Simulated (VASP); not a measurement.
Crystal: V.

```
CELL_PARAMETERS angstrom
2.58682 0.00000 0.00000
-1.29341 2.24025 0.00000
0.00000 0.00000 4.69163
ATOMIC_POSITIONS crystal
V 0.33333 0.66667 0.25000
V 0.66667 0.33333 0.75000
```

This isn't the form of V at room conditions, which is bcc.

Base run:

- Program: VASP 6.6.1
- Functional: LDA
- Potentials or basis: VASP PAW LDA potentials, release 64 (V_sv)
- Cutoff: 520 eV
- k mesh: 12 × 12 × 6
- Occupations: fermi-dirac, width 0.05 eV
- Spin: collinear spin, ferromagnetic start
- Starting moments: [2.0, 2.0] μB

Its results: band gap on the k mesh zero (filled and empty bands overlap); pressure -9.4 GPa; net moment 0.00 μB per cell.

Task: The run is repeated on the same cell with these changes: functional from LDA to PBEsol; potentials or basis from VASP PAW LDA potentials, release 64 (V_sv) to VASP PAW PBE potentials, release 64 (V_sv). What comes out?

Result: Band gap on the k mesh zero (filled and empty bands overlap); pressure -3.7 GPa; net moment 0.00 μB per cell.

Caveats: the cell stands under tension; the PAW data sets were made with another functional, which shifts forces and pressure a little (at least some runs).
